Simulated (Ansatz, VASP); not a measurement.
## Rb2ScCrC6N6 in VASP and in Ansatz

```
Rb Sc Cr C N
1.0
     0.00000    5.42318    5.42318
     5.42318    0.00000    5.42318
     5.42318    5.42318    0.00000
Rb Sc Cr C N
2 1 1 6 6
Cartesian
  2.7116 2.7116 2.7116
  8.1348 8.1348 8.1348
  0.0000 0.0000 0.0000
  5.4232 5.4232 5.4232
  2.2921 5.4232 5.4232
  5.4232 2.2921 5.4232
  5.4232 5.4232 2.2921
  8.5543 5.4232 5.4232
  5.4232 8.5543 5.4232
  5.4232 5.4232 8.5543
  3.4732 5.4232 5.4232
  5.4232 3.4732 5.4232
  5.4232 5.4232 3.4732
  7.3731 5.4232 5.4232
  5.4232 7.3731 5.4232
  5.4232 5.4232 7.3731
```

Alike in both runs: functional PBE; k mesh 4 × 4 × 4; occupations gaussian, width 0.1 eV; collinear spin.

Ansatz relaxed the structure, and its values are those at the end. VASP's run is a single point on that final structure, the one shown.

```csv
,VASP,Ansatz
version,VASP 6.6.1,Ansatz 0.2.0
potentials or method,"VASP PAW PBE potentials, release 64 (Rb_sv, Sc_sv, Cr_pv, C, N), cutoff 520 eV","scalar-relativistic, plane waves, PAW"
valence electrons in the cell,95,97
```

Ansatz gave:

- gap on the k mesh at the Fermi level (eV): none
- pressure (GPa): 0.1
- rms of the force components (eV/Å): 0.006
- net moment per atom (μB): 0.06
- size of the moment on the site where the two differ most (μB): 1.12

Question: What did VASP give for the same quantities?

Answer: gap on the k mesh at the Fermi level (eV): none; pressure (GPa): 0.4; rms of the force components (eV/Å): 0.153; net moment per atom (μB): 0.06; size of the moment on the site where the two differ most (μB): 1.35.

Site moments also hang on the region over which each program counts them. A gap of «none» marks a metal or a gap that the smearing closes. One of these differences is far larger than is usual between the two programs; its cause wasn't traced. VASP's potentials hold 95 valence electrons a cell and Ansatz's 97, so a difference there can come from the potentials and not from the codes.

Noted on VASP's run: the standard files for N, O and F lose accuracy on very short bonds.
